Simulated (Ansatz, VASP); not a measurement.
**TlCl in VASP and in Ansatz**

```xyz
2
Lattice="3.7936 0.0000 0.0000 0.0000 3.7936 0.0000 0.0000 0.0000 3.7936" Properties=species:S:1:pos:R:3 pbc="T T T"
Tl    0.0000    0.0000    0.0000
Cl    1.8968    1.8968    1.8968
```

Alike in both runs: task single point; functional r2SCAN; k mesh 6 × 6 × 6; no spin polarisation.

|  | VASP | Ansatz |
| --- | --- | --- |
| version | VASP 6.6.1 | Ansatz 0.2.0 |
| potentials or method | VASP PAW PBE potentials, release 64 (Tl_d, Cl) | plane waves, PAW |
| plane-wave cutoff (eV) | 550 | 500 |
| occupations | gaussian, width 0.01 eV | fixed |
| valence electrons in the cell | 20 | 20 |

VASP gave:

- gap on the k mesh at the Fermi level (eV): 2.43
- pressure (GPa): 1.0

Task: Which values does Ansatz return?

Result: gap on the k mesh at the Fermi level (eV): 2.42; pressure (GPa): 1.1.

VASP's potentials were made for PBE, not for r2SCAN.

Neither program's run includes spin-orbit coupling.
